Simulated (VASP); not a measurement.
# SnSe (Pnma) in VASP: further runs

The runs below take SnSe through single point, with r2SCAN.

Program: VASP 6.6.1. These are calculated values, not measurements. Logs are shortened: lines on timing, memory, paths and dates and some standing lists are left out, and cuts for length are marked.

**The experiment to reproduce.**

“Linear dichroism of the optical properties of SnS and SnSe van der Waals crystals”, 2024, arxiv:2409.17412 reports, for a bulk crystal of SnSe at 300 K: band gap 0.89 eV (indirect).

The runs below are set against these values where they give the same quantity.

## 1. The cell of the first run

Symmetry: Pnma, No. 62, orthorhombic system. Conventional cell: a = 11.434 Å, b = 4.040 Å, c = 4.604 Å, α = 90.00°, β = 90.00°, γ = 90.00°. Sn (site symmetry m) has 6 Se at 2.75 to 3.45 Å and 2 Sn at 3.51 Å within 3.6 Å. Se (site symmetry m) has 6 Sn at 2.75 to 3.45 Å within 3.6 Å.

## 2. Single point, r2SCAN

POSCAR reads:

```
SnSe
1.0
   11.4339118700      0.0000000000      0.0000000000
    0.0000000000      4.0398043100      0.0000000000
    0.0000000000      0.0000000000      4.6038617100
Sn Se
4 4
Direct
    0.1160665634      0.2500000000      0.1190971814
    0.3839334366      0.7500000000      0.6190971814
    0.6160665634      0.2500000000      0.3809028186
    0.8839334366      0.7500000000      0.8809028186
    0.3537745512      0.2500000000      0.0172851791
    0.1462254488      0.7500000000      0.5172851791
    0.8537745512      0.2500000000      0.4827148209
    0.6462254488      0.7500000000      0.9827148209
```

INCAR.step1 reads:

```
SYSTEM = SnSe
PREC = Accurate ; ENCUT = 520
ISMEAR = -1 ; SIGMA = 0.02
LREAL = .FALSE. ; LASPH = .TRUE.
NELM = 60 ; NBANDS = 50
GGA = PE ; ALGO = Normal
EDIFF = 1E-4 ; LWAVE = .TRUE.
LCHARG = .FALSE.
```

INCAR.step2 reads:

```
SYSTEM = SnSe
PREC = Accurate ; ENCUT = 520
EDIFF = 1E-6 ; ISMEAR = -1
SIGMA = 0.02 ; LREAL = .FALSE.
LASPH = .TRUE. ; NELM = 60
ALGO = Normal ; ISIF = 2
LWAVE = .FALSE. ; LCHARG = .TRUE.
METAGGA = R2SCAN ; LMIXTAU = .TRUE.
LELF = .TRUE. ; LVHAR = .TRUE.
NBANDS = 50 ; ISTART = 1
```

KPOINTS reads:

```
regular mesh
0
G
  4 8 6
  0 0 0
```

Potentials or basis: VASP PAW PBE potentials, release 64 (Sn_d, Se).

The run is started by

```sh
$ cat potpaw_PBE.64/Sn_d/POTCAR potpaw_PBE.64/Se/POTCAR > POTCAR
$ cp INCAR.step1 INCAR
$ mpirun -np 1 vasp_std > vasp.out
$ cp INCAR.step2 INCAR
$ mpirun -np 1 vasp_std > vasp.out
```

OUTCAR:

```text
SYSTEM = SnSe
   PREC = Accurate
   ENCUT = 520
   EDIFF = 1E-6
   ISMEAR = -1
   LREAL = .FALSE.
   LASPH = .TRUE.
   NELM = 60
   ISIF = 2
   METAGGA = R2SCAN
   ISTART = 1

 ion  position               nearest neighbor table
   1  0.116  0.250  0.119-   6 2.75   6 2.75   5 2.76   4 3.51   4 3.51
   2  0.384  0.750  0.619-   5 2.75   5 2.75   6 2.76   3 3.51   3 3.51
   3  0.616  0.250  0.381-   8 2.75   8 2.75   7 2.76   2 3.51   2 3.51
   4  0.884  0.750  0.881-   7 2.75   7 2.75   8 2.76   1 3.51   1 3.51
   5  0.354  0.250  0.017-   2 2.75   2 2.75   1 2.76
   6  0.146  0.750  0.517-   1 2.75   1 2.75   2 2.76
   7  0.854  0.250  0.483-   4 2.75   4 2.75   3 2.76
   8  0.646  0.750  0.983-   3 2.75   3 2.75   4 2.76

  LATTYP: Found a simple orthorhombic cell.
 ALAT       =     4.0398043100
 B/A-ratio  =     1.1396249315
 C/A-ratio  =     2.8303133005

  Lattice vectors:

 A1 = (   0.0000000000,   4.0398043100,   0.0000000000)
 A2 = (   0.0000000000,   0.0000000000,   4.6038617100)
 A3 = (  11.4339118700,   0.0000000000,   0.0000000000)

Analysis of symmetry for initial positions (statically):
=====================================================================
 Subroutine PRICEL returns:
 Original cell was already a primitive cell.

 Routine SETGRP: Setting up the symmetry group for a
 simple orthorhombic supercell.

 Subroutine GETGRP returns: Found  8 space group operations
 (whereof  2 operations were pure point group operations)
 out of a pool of  8 trial point group operations.

The static configuration has the point symmetry S_2 .
 The point group associated with its full space group is D_2h.

Analysis of symmetry for dynamics (positions and initial velocities):
=====================================================================
 Subroutine PRICEL returns:
 Original cell was already a primitive cell.

 Routine SETGRP: Setting up the symmetry group for a
 simple orthorhombic supercell.

 Subroutine GETGRP returns: Found  8 space group operations
 (whereof  2 operations were pure point group operations)
 out of a pool of  8 trial point group operations.

The dynamic configuration has the point symmetry S_2 .
 The point group associated with its full space group is D_2h.

 Subroutine INISYM returns: Found  8 space group operations
 (whereof  2 operations are pure point group operations),
 and found     1 'primitive' translations
[... 109 lines left out ...]
   EDIFFG = 0.1E-04   stopping-criterion for IOM
   NSW    =      0    number of steps for IOM
   IBRION =     -1    ionic relax: 0-MD 1-quasi-New 2-CG
   NFREE  =      0    steps in history (QN), initial steepest desc. (CG)
   ISIF   =      2    stress and relaxation
   ISYM   =      2    0-nonsym 1-usesym 2-fastsym
   POTIM  = 0.5000    time-step for ionic-motion
   TEBEG  =    0.0;   TEEND  =   0.0 temperature during run
   PSTRESS=    0.0 pullay stress
   NELECT =      80.0000    total number of electrons
   NUPDOWN=      -1.0000    fix difference up-down
   EMIN   =  10.00;   EMAX   =-10.00  energy-range for DOS
   EFERMI =   0.00;   METHOD = LEGACY
   ISMEAR =    -1;   SIGMA  =   0.02  broadening in eV -4-tet -1-fermi 0-gaus
   EFERMI_NEDOS =   21; number of points for ismear=-14 and -15
   IALGO  =     38    algorithm
   IMIX   =      4    mixing-type and parameters
     AMIX     =   0.40;   BMIX     =  1.00
     AMIX_MAG =   1.60;   BMIX_MAG =  1.00
  volume/ion in A,a.u.               =      26.58       179.38
  Fermi-wavevector in a.u.,A,eV,Ry     =   1.181805  2.233287 19.002742  1.396662
  Thomas-Fermi vector in A             =   2.318071
   LORBIT       =      0    0 simple, 1 ext, 2 COOP (PROOUT), +10 PAW based schemes
   METAGGA = R2SCAN    functional components
   LHFCALC =     F    Hartree Fock is set to
   AEXX    =    0.0000 exact exchange contribution
   IVDW    =     0    specifies the selected vdW correction
   LEPSILON=     F    determine dielectric tensor
   LRPA    =     F    only Hartree local field effects (RPA)
 non-spin polarized calculation
  energy-cutoff  :      520.00
  volume of cell :      212.66
 maximum number of plane-waves:      5779
 NGX is ok and might be reduce to    90
   NGX = 43   NGY = 15   NGZ = 17

 number of electron      80.0000018 magnetization

 Free energy of the ion-electron system (eV)
  ---------------------------------------------------
  ext. energy  EPLUGINS =         0.00000000
  ---------------------------------------------------
  free energy    TOTEN  =      -159.76994444 eV

  energy without entropy =     -159.76994444  energy(sigma->0) =     -159.76994444

 E-fermi :   5.8355     XC(G=0): -10.2721

 val. band max:        5.3888045012   @ k =   0.0000   0.0000   0.3333
 cond. band min:       6.2466493075   @ k =   0.0000   0.3750   0.0000
 fundamental gap:      0.8578448063
 Fermi energy:         5.8354838477

 k-point     1 :       0.0000    0.0000    0.0000
  band No.  band energies     occupation
      1     -16.6792      2.00000
      2     -16.6584      2.00000
      3     -16.6581      2.00000
      4     -16.6460      2.00000
      5     -16.6452      2.00000
      6     -16.6424      2.00000
[... 1261 lines left out ...]
     49       9.9684      0.00000
     50       9.9684      0.00000

 [... further k-points ...]

------------------------ aborting loop because EDIFF is reached ----------------------------------------

  FORCE on cell =-STRESS in cart. coord.  units (eV):
  Direction    XX          YY          ZZ          XY          YZ          ZX
  --------------------------------------------------------------------------------------
  -------------------------------------------------------------------------------------
  Total        2.3270186      3.3824169      2.2398611      0.0000000      0.0000000      0.0000000
  in kB       17.5320623     25.4835709     16.8754061      0.0000000      0.0000000      0.0000000
  external PRESSURE =      19.9636798 kB  Pullay stress =       0.0000000 kB

 VOLUME and BASIS-vectors are now :
 -----------------------------------------------------------------------------
  energy-cutoff  :      520.00
  volume of cell :      212.66
      direct lattice vectors                 reciprocal lattice vectors
    11.433911870  0.000000000  0.000000000     0.087459131  0.000000000  0.000000000
     0.000000000  4.039804310  0.000000000     0.000000000  0.247536743  0.000000000
     0.000000000  0.000000000  4.603861710     0.000000000  0.000000000  0.217208957

 POSITION                                       TOTAL-FORCE (eV/Angst)
 -----------------------------------------------------------------------------------
      1.32709      1.00995      0.54831        -0.015872     -0.000000     -0.011977
      4.38986      3.02985      2.85024         0.015872      0.000000     -0.011977
      7.04405      1.00995      1.75362        -0.015872      0.000000      0.011977
     10.10682      3.02985      4.05555         0.015872      0.000000      0.011977
      4.04503      1.00995      0.07958         0.010245     -0.000000      0.011201
      1.67193      3.02985      2.38151        -0.010245     -0.000000      0.011201
      9.76198      1.00995      2.22235         0.010245      0.000000     -0.011201
      7.38888      3.02985      4.52428        -0.010245     -0.000000     -0.011201
 -----------------------------------------------------------------------------------
    total drift:                                0.000000     -0.000000     -0.000000

  FREE ENERGIE OF THE ION-ELECTRON SYSTEM (eV)
  ---------------------------------------------------
  free  energy   TOTEN  =      -159.7699444411 eV

  energy  without entropy=     -159.7699444411  energy(sigma->0) =     -159.76994444
```

OUTCAR.step1:

```text
SYSTEM = SnSe
   PREC = Accurate
   ENCUT = 520
   ISMEAR = -1
   LREAL = .FALSE.
   LASPH = .TRUE.
   NELM = 60
[... 1519 lines left out ...]
      1.67193      3.02985      2.38151        -0.135630     -0.000000      0.200167
      9.76198      1.00995      2.22235         0.135630      0.000000     -0.200167
      7.38888      3.02985      4.52428        -0.135630     -0.000000     -0.200167
 -----------------------------------------------------------------------------------
    total drift:                                0.000000     -0.000000     -0.000000

  FREE ENERGIE OF THE ION-ELECTRON SYSTEM (eV)
  ---------------------------------------------------
  free  energy   TOTEN  =       -32.7454819876 eV

  energy  without entropy=      -32.7454819852  energy(sigma->0) =      -32.74548199
```

It took 60 min on 1 thread of Oxide Virtual Turin-like, shared host; peak memory 0.62 GiB.

What came out:

```yaml
Free_energy: -159.7699 eV
Pressure: 2.0 GPa
Largest_force: 0.020 eV/Å
Band_gap_on_the_k_mesh: 0.86 eV (least direct gap 1.31 eV)
```

Forces in eV/Å, atoms in the order of the input:
```
Sn  -0.016  0.000 -0.012
Sn   0.016  0.000 -0.012
Sn  -0.016  0.000  0.012
Sn   0.016  0.000  0.012
Se   0.010  0.000  0.011
Se  -0.010  0.000  0.011
Se   0.010  0.000 -0.011
Se  -0.010  0.000 -0.011
```

Stress tensor (GPa, compression positive):
```
1.75 0.00 0.00
0.00 2.55 0.00
0.00 0.00 1.69
```

Levels at points of the mesh, in eV from the valence-band top:
| k point | band 36 | band 37 | band 38 | band 39 | band 40 | band 41 | band 42 | band 43 | band 44 | band 45 |
| --- | --- | --- | --- | --- | --- | --- | --- | --- | --- | --- |
| (0.00, 0.00, 0.00) | -2.20 | -1.63 | -1.06 | -0.99 | -0.38 | 0.93 | 3.01 | 3.04 | 3.24 | 3.34 |
| (0.50, 0.00, 0.00) | -2.36 | -1.89 | -1.89 | -0.62 | -0.62 | 2.72 | 2.72 | 2.83 | 2.83 | 4.00 |
| (0.00, 0.50, 0.00) | -2.07 | -1.23 | -1.23 | -1.12 | -1.12 | 1.21 | 1.21 | 1.47 | 1.47 | 1.99 |
| (0.50, 0.50, 0.00) | -2.44 | -1.38 | -1.38 | -1.38 | -1.38 | 1.59 | 1.59 | 1.59 | 1.59 | 2.44 |
| (0.00, 0.00, 0.50) | -1.57 | -0.92 | -0.92 | -0.04 | -0.04 | 1.61 | 1.61 | 2.13 | 2.13 | 2.21 |
| (0.50, 0.00, 0.50) | -1.95 | -0.63 | -0.63 | -0.05 | -0.05 | 1.58 | 1.58 | 2.18 | 2.18 | 2.26 |
| (0.00, 0.50, 0.50) | -3.32 | -2.43 | -2.43 | -1.46 | -1.46 | 2.83 | 2.83 | 3.13 | 3.13 | 4.83 |
| (0.50, 0.50, 0.50) | -3.94 | -1.62 | -1.62 | -1.62 | -1.62 | 2.64 | 2.64 | 2.64 | 2.64 | 4.81 |

Caveat: the PAW data sets were made with another functional, which shifts forces and pressure a little; spin-orbit coupling is left out, which moves the levels of the heavy elements. A k mesh can miss the band edges.

(Continued in part 2 of 2.)
